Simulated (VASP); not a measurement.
Input of a VASP 6.6.1 run:

Contents of POSCAR:

```
Ba2SeS
1.0
    4.6702760470      0.0000000000      0.0000000000
    0.0000000000      4.6702760470      0.0000000000
    0.0000000000      0.0000000000      6.6059791060
S Ba Se
1 2 1
Direct
    0.0000000000      0.0000000000      0.0000000000
    0.0000000000      0.0000000000      0.5000000000
    0.5000000000      0.5000000000      0.0000000000
    0.5000000000      0.5000000000      0.5000000000
```

File INCAR.step1:

```
ALGO = Normal
EDIFF = 1E-4
ENCUT = 520
GGA = PE
ISMEAR = 0
LASPH = True
LCHARG = False
LREAL = False
LWAVE = True
NBANDS = 24
NELM = 80
PREC = Accurate
SIGMA = 0.01
```

INCAR.step2

```
ALGO = Normal
EDIFF = 1E-6
ENCUT = 520
ISIF = 2
ISMEAR = 0
ISTART = 1
LASPH = True
LCHARG = False
LMIXTAU = True
LREAL = False
LWAVE = False
METAGGA = R2SCAN
NBANDS = 24
NELM = 80
PREC = Accurate
SIGMA = 0.01
```

File KPOINTS:

```
k-points
0
Gamma
  4 4 4
```

Potentials or basis: VASP PAW PBE potentials, release 64 (S, Ba_sv, Se).

Command:

```bash
$ cat potpaw_PBE.64/S/POTCAR potpaw_PBE.64/Ba_sv/POTCAR potpaw_PBE.64/Se/POTCAR > POTCAR
$ cp INCAR.step1 INCAR
$ mpirun -np 1 vasp_std > vasp.out
$ cp INCAR.step2 INCAR
$ mpirun -np 1 vasp_std > vasp.out
```

(1) Estimate the pressure.

(2) What does it give for the band gap on the k mesh?

Answers

(1) -0.7 GPa.

(2) 2.43 eV, direct.

Caveat: the PAW data sets were made with another functional, which shifts forces and pressure a little; spin-orbit coupling is left out, which moves the levels of the heavy elements.
